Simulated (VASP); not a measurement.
# BN (I4_1md) in VASP: notebook

Runs on BN. Level: PBE. Tasks: single point, relaxation of cell and atoms.

Program: VASP 6.6.1. These are calculated values, not measurements. Logs are shortened: lines on timing, memory, paths and dates and some standing lists are left out, and cuts for length are marked.

### 1 The cell of the first run

The structure is tetragonal, space group I4_1md (No. 109). Conventional cell: a = 2.461 Å, b = 2.461 Å, c = 8.525 Å, α = 90.00°, β = 90.00°, γ = 90.00°. Within 1.9 Å of B (site symmetry 2mm) lie 3 N at 1.42 Å. N (site symmetry 2mm) has 3 B at 1.42 Å within 1.9 Å.

The cell was built from a structure type or drawn by symmetry, and may not be a known phase.

### 2 Single point, PBE

INCAR reads:

```
PREC = Accurate
ENCUT = 520
EDIFF = 1E-7
ISMEAR = 0
SIGMA = 0.1
LREAL = F
LASPH = T
NELM = 80
ALGO = Normal
ISIF = 2
LWAVE = F
LCHARG = F
GGA = PE
NBANDS = 16
```

KPOINTS reads:

```
Automatic mesh
0
Gamma
  10 10 10
```

POSCAR reads:

```
BN
1.0
   -1.2304489100      1.2304489100      4.2623999400
    1.2304489100     -1.2304489100      4.2623999400
    1.2304489100      1.2304489100     -4.2623999400
B N
2 2
Direct
    0.8333333400      0.8333333400      0.0000000000
    0.5833333400      0.0833333400      0.5000000000
    0.6666666600      0.6666666600      0.0000000000
    0.4166666600      0.9166666600      0.5000000000
```

Potentials or basis: VASP PAW PBE potentials, release 64 (B, N).

On the command line:

```console
cat potpaw_PBE.64/B/POTCAR potpaw_PBE.64/N/POTCAR > POTCAR
mpirun -np 1 vasp_std > vasp.out
```

OUTCAR:

```text
PREC = Accurate
   ENCUT = 520
   EDIFF = 1E-7
   ISMEAR = 0
   LREAL = F
   LASPH = T
   NELM = 80
   ISIF = 2
   GGA = PE

 ion  position               nearest neighbor table
   1  0.833  0.833  0.000-   4 1.42   4 1.42   3 1.42
   2  0.583  0.083  0.500-   3 1.42   3 1.42   4 1.42
   3  0.667  0.667  0.000-   2 1.42   2 1.42   1 1.42
   4  0.417  0.917  0.500-   1 1.42   1 1.42   2 1.42

  LATTYP: Found a body centered tetragonal cell.
 ALAT       =     2.4608978200
 C/A-ratio  =     3.4641015205

  Lattice vectors:

 A1 = (  -1.2304489100,   1.2304489100,   4.2623999400)
 A2 = (   1.2304489100,  -1.2304489100,   4.2623999400)
 A3 = (   1.2304489100,   1.2304489100,  -4.2623999400)

Analysis of symmetry for initial positions (statically):
=====================================================================
 Subroutine PRICEL returns:
 Original cell was already a primitive cell.

 Routine SETGRP: Setting up the symmetry group for a
 body centered tetragonal supercell.

 Subroutine GETGRP returns: Found  8 space group operations
 (whereof  4 operations were pure point group operations)
 out of a pool of 16 trial point group operations.

The static configuration has the point symmetry C_2v.
 The point group associated with its full space group is C_4v.

Analysis of symmetry for dynamics (positions and initial velocities):
=====================================================================
 Subroutine PRICEL returns:
 Original cell was already a primitive cell.

 Routine SETGRP: Setting up the symmetry group for a
 body centered tetragonal supercell.

 Subroutine GETGRP returns: Found  8 space group operations
 (whereof  4 operations were pure point group operations)
 out of a pool of 16 trial point group operations.

The dynamic configuration has the point symmetry C_2v.
 The point group associated with its full space group is C_4v.

 Subroutine INISYM returns: Found  8 space group operations
 (whereof  4 operations are pure point group operations),
 and found     1 'primitive' translations

----------------------------------------------------------------------------------------

                                     Primitive cell

  volume of cell :      25.8132

  direct lattice vectors                    reciprocal lattice vectors
    -1.230448910  1.230448910  4.262399940     0.000000000  0.406355758  0.117304806
     1.230448910 -1.230448910  4.262399940     0.406355758  0.000000000  0.117304806
[... 92 lines left out ...]
   NSW    =      0    number of steps for IOM
   IBRION =     -1    ionic relax: 0-MD 1-quasi-New 2-CG
   NFREE  =      0    steps in history (QN), initial steepest desc. (CG)
   ISIF   =      2    stress and relaxation
   ISYM   =      2    0-nonsym 1-usesym 2-fastsym
   POTIM  = 0.5000    time-step for ionic-motion
   TEBEG  =    0.0;   TEEND  =   0.0 temperature during run
   PSTRESS=    0.0 pullay stress
   NELECT =      16.0000    total number of electrons
   NUPDOWN=      -1.0000    fix difference up-down
   EMIN   =  10.00;   EMAX   =-10.00  energy-range for DOS
   EFERMI =   0.00;   METHOD = LEGACY
   ISMEAR =     0;   SIGMA  =   0.10  broadening in eV -4-tet -1-fermi 0-gaus
   EFERMI_NEDOS =   21; number of points for ismear=-14 and -15
   IALGO  =     38    algorithm
   IMIX   =      4    mixing-type and parameters
     AMIX     =   0.40;   BMIX     =  1.00
     AMIX_MAG =   1.60;   BMIX_MAG =  1.00
  volume/ion in A,a.u.               =       6.45        43.55
  Fermi-wavevector in a.u.,A,eV,Ry     =   1.395836  2.637747 26.509019  1.948358
  Thomas-Fermi vector in A             =   2.519249
   LORBIT       =      0    0 simple, 1 ext, 2 COOP (PROOUT), +10 PAW based schemes
   GGA     = PE    functional components
   LHFCALC =     F    Hartree Fock is set to
   AEXX    =    0.0000 exact exchange contribution
   IVDW    =     0    specifies the selected vdW correction
   LEPSILON=     F    determine dielectric tensor
   LRPA    =     F    only Hartree local field effects (RPA)
 non-spin polarized calculation
 Gauss-broadening in eV      SIGMA  =   0.10
  energy-cutoff  :      520.00
  volume of cell :       25.81
 maximum number of plane-waves:       713
 NGX is ok and might be reduce to    36
   NGX = 17   NGY = 17   NGZ = 17

 number of electron      16.0000000 magnetization

 Free energy of the ion-electron system (eV)
  ---------------------------------------------------
  ext. energy  EPLUGINS =         0.00000000
  ---------------------------------------------------
  free energy    TOTEN  =       -32.49314835 eV

  energy without entropy =      -32.49150688  energy(sigma->0) =      -32.49232762

 E-fermi :   7.4845     XC(G=0): -12.1483

 val. band max:        7.4531364175   @ k =  -0.3000   0.4000   0.3000
 cond. band min:       7.4886848182   @ k =  -0.2000   0.2000   0.2000
 fundamental gap:      0.0355484006
 Fermi energy:         7.4845228298

 k-point     1 :       0.0000    0.0000    0.0000
  band No.  band energies     occupation
      1     -13.5725      2.00000
      2     -10.0744      2.00000
      3      -4.6351      2.00000
      4       2.1365      2.00000
      5       2.1365      2.00000
      6       4.0129      2.00000
[... 433 lines left out ...]
      3      -2.7715      2.00000
      4      -1.3178      2.00000
      5      -0.7213      2.00000
      6       0.9395      2.00000
[... 8 lines left out ...]
     15      24.3236      0.00000
     16      24.6132      0.00000

 [... further k-points ...]

------------------------ aborting loop because EDIFF is reached ----------------------------------------

  FORCE on cell =-STRESS in cart. coord.  units (eV):
  Direction    XX          YY          ZZ          XY          YZ          ZX
  --------------------------------------------------------------------------------------
  -------------------------------------------------------------------------------------
  Total        7.8268138      7.8268138      7.2113762      0.0000000      0.0000000      0.0000000
  in kB      485.7963228    485.7963228    447.5972133      0.0000000      0.0000000      0.0000000
  external PRESSURE =     473.0632863 kB  Pullay stress =       0.0000000 kB

 VOLUME and BASIS-vectors are now :
 -----------------------------------------------------------------------------
  energy-cutoff  :      520.00
  volume of cell :       25.81
      direct lattice vectors                 reciprocal lattice vectors
    -1.230448910  1.230448910  4.262399940     0.000000000  0.406355758  0.117304806
     1.230448910 -1.230448910  4.262399940     0.406355758  0.000000000  0.117304806
     1.230448910  1.230448910 -4.262399940     0.406355758  0.406355758  0.000000000

 POSITION                                       TOTAL-FORCE (eV/Angst)
 -----------------------------------------------------------------------------------
      0.00000      0.00000      7.10400         0.000000      0.000000      1.216084
      0.00000      1.23045      0.71040        -0.000000     -0.000000      1.216084
      0.00000      0.00000      5.68320        -0.000000      0.000000     -1.216084
      1.23045     -0.00000      3.55200         0.000000     -0.000000     -1.216084
 -----------------------------------------------------------------------------------
    total drift:                               -0.000000     -0.000000      0.000159

  FREE ENERGIE OF THE ION-ELECTRON SYSTEM (eV)
  ---------------------------------------------------
  free  energy   TOTEN  =       -32.4931483539 eV

  energy  without entropy=      -32.4915068774  energy(sigma->0) =      -32.49232762
```

Wall time 51 s (1 thread of Intel Xeon Platinum 8488C (Sapphire Rapids), shared host); peak memory 0.2 GiB.

Results:

```
Free energy            : -32.4931 eV
Pressure               : 47.3 GPa
Largest force          : 1.216 eV/Å
Band gap on the k mesh : zero (bands 8 and 9 overlap by 1.02 eV)
```

Forces on the atoms (eV/Å):
```
B    0.000  0.000  1.216
B    0.000  0.000  1.216
N    0.000  0.000 -1.216
N    0.000  0.000 -1.216
```

Levels at points of the mesh, in eV from the Fermi level:
```tsv
k point	band 5	band 6	band 7	band 8	band 9	band 10	band 11	band 12
(0.00, 0.00, 0.00)	-5.35	-3.47	-1.91	-1.91	5.73	8.12	8.17	10.70
(0.50, 0.00, 0.00)	-6.94	-5.68	-4.82	0.44	3.44	7.29	9.31	10.24
(0.50, 0.50, 0.00)	-7.69	-7.69	-3.95	-3.95	-0.58	-0.58	10.50	10.50
(0.50, 0.50, 0.50)	-5.71	-5.71	-0.95	-0.95	6.54	6.54	8.31	8.31
```

Caveat: the cell stands under pressure; forces of over 1 eV/Å act on the atoms, so gaps and moduli don't describe the material at rest.

(Continued in part 2 of 2.)
